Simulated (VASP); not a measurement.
# Ge4MoW (Pmc2_1) in VASP: single point with PBE

Aim: the single point of Ge4MoW with PBE.

All numbers are computed with VASP 6.6.1; they aren't measurements. Logs are shortened: lines on timing, memory, paths and dates and some standing lists are left out, and cuts for length are marked.

### 1 The cell of the first run

The structure is orthorhombic, space group Pmc2_1 (No. 26). The conventional cell has a = 3.481 Å, b = 8.623 Å, c = 6.419 Å, α = 90.00°, β = 90.00°, γ = 90.00°. Within 3.6 Å of Ge (site symmetry m) lie 10 Ge at 2.56 to 3.55 Å and 2 W at 2.60 to 2.72 Å and 2 Mo at 2.62 Å. Ge (site symmetry m) has 10 Ge at 2.56 to 3.56 Å and 2 Mo at 2.59 to 2.71 Å and 2 W at 2.63 Å within 3.6 Å. Ge (site symmetry m) has 4 Mo at 2.67 to 2.72 Å and 10 Ge at 2.73 to 3.55 Å and 1 W at 2.88 Å within 3.6 Å. Ge (site symmetry m) has 4 W at 2.68 to 2.71 Å and 10 Ge at 2.72 to 3.56 Å and 1 Mo at 2.88 Å within 3.6 Å. Within 3.5 Å of Mo (site symmetry m) lie 9 Ge at 2.59 to 2.88 Å and 4 Mo at 3.48 to 3.49 Å. Within 3.5 Å of W (site symmetry m) lie 9 Ge at 2.60 to 2.88 Å and 4 W at 3.48 to 3.49 Å.

### 2 Single point, PBE

Input file INCAR:

```
PREC = Accurate ; ENCUT = 520
EDIFF = 1E-7 ; ISMEAR = 0
SIGMA = 0.1 ; LREAL = F
LASPH = T ; NELM = 60
ALGO = Normal ; ISIF = 2
LWAVE = F ; LCHARG = F
GGA = PE ; NBANDS = 96
```

Input file KPOINTS:

```
regular mesh
0
Gamma
  6 2 4
```

Input file POSCAR:

```
Ge4MoW
1.0
    3.4811629000      0.0000000000      0.0000000000
    0.0000000000      8.6226377000      0.0000000000
    0.0000000000      0.0000000000      6.4186238000
Ge Mo W
8 2 2
Direct
    0.5000000000      0.2901110000      0.1354100000
    0.0000000000      0.7917660000      0.3652080000
    0.5000000000      0.7098890000      0.6354100000
    0.0000000000      0.2082340000      0.8652080000
    0.5000000000      0.8825240000      0.0615150000
    0.0000000000      0.3825030000      0.4374740000
    0.5000000000      0.1174760000      0.5615150000
    0.0000000000      0.6174970000      0.9374740000
    0.0000000000      0.9206220000      0.7502460000
    0.0000000000      0.0793780000      0.2502460000
    0.5000000000      0.4208930000      0.7501460000
    0.5000000000      0.5791070000      0.2501460000
```

Potentials or basis: VASP PAW PBE potentials, release 64 (Ge_d, Mo_sv, W_sv).

On the command line:

```sh
cat potpaw_PBE.64/Ge_d/POTCAR potpaw_PBE.64/Mo_sv/POTCAR potpaw_PBE.64/W_sv/POTCAR > POTCAR
mpirun -np 1 vasp_std > vasp.out
```

OUTCAR:

```text
PREC = Accurate
   ENCUT = 520
   EDIFF = 1E-7
   ISMEAR = 0
   LREAL = F
   LASPH = T
   NELM = 60
   ISIF = 2
   GGA = PE

 ion  position               nearest neighbor table
   1  0.500  0.290  0.135-   4 2.56   4 2.56  12 2.60  10 2.62  10 2.62  11 2.72   6 2.72   6 2.72

   2  0.000  0.792  0.365-   3 2.56   3 2.56  10 2.59  12 2.63  12 2.63   9 2.71   5 2.73   5 2.73

   3  0.500  0.710  0.635-   2 2.56   2 2.56  11 2.60   9 2.62   9 2.62  12 2.72   8 2.72   8 2.72

   4  0.000  0.208  0.865-   1 2.56   1 2.56   9 2.59  11 2.63  11 2.63  10 2.71   7 2.73   7 2.73

   5  0.500  0.883  0.062-   9 2.67   9 2.67  10 2.72  10 2.72   2 2.73   2 2.73  12 2.88
   6  0.000  0.383  0.437-  11 2.68  11 2.68  12 2.71  12 2.71   1 2.72   1 2.72  10 2.88
   7  0.500  0.117  0.562-  10 2.67  10 2.67   9 2.72   9 2.72   4 2.73   4 2.73  11 2.88
   8  0.000  0.617  0.937-  12 2.68  12 2.68  11 2.71  11 2.71   3 2.72   3 2.72   9 2.88
   9  0.000  0.921  0.750-   4 2.59   3 2.62   3 2.62   5 2.67   5 2.67   2 2.71   7 2.72   7 2.72
                             8 2.88  10 3.49  10 3.49
  10  0.000  0.079  0.250-   2 2.59   1 2.62   1 2.62   7 2.67   7 2.67   4 2.71   5 2.72   5 2.72
                             6 2.88   9 3.49   9 3.49
  11  0.500  0.421  0.750-   3 2.60   4 2.63   4 2.63   6 2.68   6 2.68   8 2.71   8 2.71   1 2.72
                             7 2.88  12 3.49  12 3.49
  12  0.500  0.579  0.250-   1 2.60   2 2.63   2 2.63   8 2.68   8 2.68   6 2.71   6 2.71   3 2.72
                             5 2.88  11 3.49  11 3.49

  LATTYP: Found a simple orthorhombic cell.
 ALAT       =     3.4811629000
 B/A-ratio  =     1.8438159846
 C/A-ratio  =     2.4769417427

  Lattice vectors:

 A1 = (  -3.4811629000,   0.0000000000,   0.0000000000)
 A2 = (   0.0000000000,   0.0000000000,   6.4186238000)
 A3 = (   0.0000000000,   8.6226377000,   0.0000000000)

Analysis of symmetry for initial positions (statically):
=====================================================================
 Subroutine PRICEL returns:
 Original cell was already a primitive cell.

 Routine SETGRP: Setting up the symmetry group for a
 simple orthorhombic supercell.

 Subroutine GETGRP returns: Found  4 space group operations
 (whereof  2 operations were pure point group operations)
 out of a pool of  8 trial point group operations.

[... 141 lines left out ...]
   ISIF   =      2    stress and relaxation
   ISYM   =      2    0-nonsym 1-usesym 2-fastsym
   POTIM  = 0.5000    time-step for ionic-motion
   TEBEG  =    0.0;   TEEND  =   0.0 temperature during run
   PSTRESS=    0.0 pullay stress
   NELECT =     168.0000    total number of electrons
   NUPDOWN=      -1.0000    fix difference up-down
   EMIN   =  10.00;   EMAX   =-10.00  energy-range for DOS
   EFERMI =   0.00;   METHOD = LEGACY
   ISMEAR =     0;   SIGMA  =   0.10  broadening in eV -4-tet -1-fermi 0-gaus
   EFERMI_NEDOS =   21; number of points for ismear=-14 and -15
   IALGO  =     38    algorithm
   IMIX   =      4    mixing-type and parameters
     AMIX     =   0.40;   BMIX     =  1.00
     AMIX_MAG =   1.60;   BMIX_MAG =  1.00
  volume/ion in A,a.u.               =      16.06       108.35
  Fermi-wavevector in a.u.,A,eV,Ry     =   1.564021  2.955570 33.282031  2.446160
  Thomas-Fermi vector in A             =   2.666706
   LORBIT       =      0    0 simple, 1 ext, 2 COOP (PROOUT), +10 PAW based schemes
   GGA     = PE    functional components
   LHFCALC =     F    Hartree Fock is set to
   AEXX    =    0.0000 exact exchange contribution
   IVDW    =     0    specifies the selected vdW correction
   LEPSILON=     F    determine dielectric tensor
   LRPA    =     F    only Hartree local field effects (RPA)
 non-spin polarized calculation
 Gauss-broadening in eV      SIGMA  =   0.10
  energy-cutoff  :      520.00
  volume of cell :      192.67
 maximum number of plane-waves:      5236
 NGX is ok and might be reduce to    28
   NGX = 13   NGY = 33   NGZ = 23

 number of electron     167.9999847 magnetization

 Free energy of the ion-electron system (eV)
  ---------------------------------------------------
  ext. energy  EPLUGINS =         0.00000000
  ---------------------------------------------------
  free energy    TOTEN  =       -84.57850511 eV

  energy without entropy =      -84.56501964  energy(sigma->0) =      -84.57176238

 E-fermi :   9.4001     XC(G=0): -12.5035

 val. band max:        9.3820690923   @ k =   0.1667   0.0000   0.0000
 cond. band min:       9.4039969531   @ k =   0.0000   0.5000   0.0000
 fundamental gap:      0.0219278608
 Fermi energy:         9.4001008945

 k-point     1 :       0.0000    0.0000    0.0000
  band No.  band energies     occupation
      1     -64.6338      2.00000
      2     -64.6317      2.00000
      3     -51.4502      2.00000
      4     -51.4448      2.00000
      5     -28.9474      2.00000
      6     -28.8839      2.00000
[... 2365 lines left out ...]
     95      12.6638      0.00000
     96      12.6638      0.00000

------------------------ aborting loop because EDIFF is reached ----------------------------------------

  FORCE on cell =-STRESS in cart. coord.  units (eV):
  Direction    XX          YY          ZZ          XY          YZ          ZX
  --------------------------------------------------------------------------------------
  -------------------------------------------------------------------------------------
  Total        0.3572296      0.3030689      0.1584167      0.0000000      0.0000000      0.0000000
  in kB        2.9706509      2.5202610      1.3173620      0.0000000      0.0000000      0.0000000
  external PRESSURE =       2.2694246 kB  Pullay stress =       0.0000000 kB

 VOLUME and BASIS-vectors are now :
 -----------------------------------------------------------------------------
  energy-cutoff  :      520.00
  volume of cell :      192.67
      direct lattice vectors                 reciprocal lattice vectors
     3.481162900  0.000000000  0.000000000     0.287260329  0.000000000  0.000000000
     0.000000000  8.622637700  0.000000000     0.000000000  0.115973793  0.000000000
     0.000000000  0.000000000  6.418623800     0.000000000  0.000000000  0.155796637

 POSITION                                       TOTAL-FORCE (eV/Angst)
 -----------------------------------------------------------------------------------
      1.74058      2.50152      0.86915         0.000000      0.007332     -0.000267
      0.00000      6.82711      2.34413         0.000000      0.012630      0.009075
      1.74058      6.12112      4.07846         0.000000     -0.007332     -0.000267
      0.00000      1.79553      5.55344         0.000000     -0.012630      0.009075
      1.74058      7.60968      0.39484         0.000000      0.002209      0.005121
      0.00000      3.29818      2.80798         0.000000     -0.007306     -0.029357
      1.74058      1.01295      3.60415         0.000000     -0.002209      0.005121
      0.00000      5.32445      6.01729         0.000000      0.007306     -0.029357
      0.00000      7.93819      4.81555         0.000000      0.021937      0.008379
      0.00000      0.68445      1.60623         0.000000     -0.021937      0.008379
      1.74058      3.62921      4.81490         0.000000      0.036560      0.007048
      1.74058      4.99343      1.60559         0.000000     -0.036560      0.007048
 -----------------------------------------------------------------------------------
    total drift:                                0.000000     -0.000000     -0.001182

  FREE ENERGIE OF THE ION-ELECTRON SYSTEM (eV)
  ---------------------------------------------------
  free  energy   TOTEN  =       -84.5785051111 eV

  energy  without entropy=      -84.5650196408  energy(sigma->0) =      -84.57176238
```

OSZICAR:

```text
N       E                     dE             d eps       ncg     rms          rms(c)
DAV:   1     0.317624688907E+04    0.31762E+04   -0.70239E+04  5992   0.479E+03
DAV:   2     0.613457714332E+03   -0.25628E+04   -0.24792E+04  4624   0.144E+03
DAV:   3    -0.189699927704E+01   -0.61535E+03   -0.59720E+03  4632   0.377E+02
DAV:   4    -0.839689684556E+02   -0.82072E+02   -0.78806E+02  5528   0.128E+02
DAV:   5    -0.877429262593E+02   -0.37740E+01   -0.37196E+01  5464   0.301E+01    0.338E+01
DAV:   6    -0.850861022185E+02    0.26568E+01   -0.21732E+01  6440   0.143E+01    0.899E+00
DAV:   7    -0.848091288897E+02    0.27697E+00   -0.42865E+00  5880   0.926E+00    0.702E+00
DAV:   8    -0.847246680930E+02    0.84461E-01   -0.20558E+00  6336   0.795E+00    0.318E+00
DAV:   9    -0.845762509472E+02    0.14842E+00   -0.51682E-01  6104   0.458E+00    0.606E-01
DAV:  10    -0.845789796785E+02   -0.27287E-02   -0.63863E-02  6296   0.164E+00    0.695E-01
DAV:  11    -0.845785117402E+02    0.46794E-03   -0.75831E-03  5432   0.619E-01    0.323E-01
DAV:  12    -0.845784963160E+02    0.15424E-04   -0.13325E-03  5928   0.709E-01    0.109E-01
DAV:  13    -0.845784992233E+02   -0.29073E-05   -0.21003E-04  6800   0.321E-01    0.223E-02
DAV:  14    -0.845785024942E+02   -0.32709E-05   -0.45217E-05  6464   0.920E-02    0.691E-03
DAV:  15    -0.845785053753E+02   -0.28811E-05   -0.30686E-05  5720   0.526E-02    0.299E-03
DAV:  16    -0.845785051941E+02    0.18115E-06   -0.23657E-06  5064   0.477E-02    0.138E-03
DAV:  17    -0.845785051111E+02    0.83026E-07   -0.43458E-07  4096   0.153E-02
   1 F= -.84578505E+02 E0= -.84571762E+02  d E =-.134855E-01
```

Run time: 11 min. Hardware: 1 thread of AMD EPYC 7R43 (Zen 3), shared host; peak memory 0.48 GiB.

Results:

| Quantity | Value |
| --- | --- |
| Free energy | -84.5785 eV |
| Pressure | 0.2 GPa |
| Largest force | 0.037 eV/Å |
| Band gap on the k mesh | zero (bands 84 and 85 overlap by 0.31 eV) |

Forces on the atoms (eV/Å):
```
Ge   0.000  0.007  0.000
Ge   0.000  0.013  0.009
Ge   0.000 -0.007  0.000
Ge   0.000 -0.013  0.009
Ge   0.000  0.002  0.005
Ge   0.000 -0.007 -0.029
Ge   0.000 -0.002  0.005
Ge   0.000  0.007 -0.029
Mo   0.000  0.022  0.008
Mo   0.000 -0.022  0.008
W    0.000  0.037  0.007
W    0.000 -0.037  0.007
```

Stress tensor (GPa, compression positive):
```
0.30 0.00 0.00
0.00 0.25 0.00
0.00 0.00 0.13
```

Caveat: the k points lie up to 0.36 Å⁻¹ apart; spin-orbit coupling is left out, which moves the levels of the heavy elements.

The gap in the log of VASP goes by the Fermi energy; the results here count the filled bands.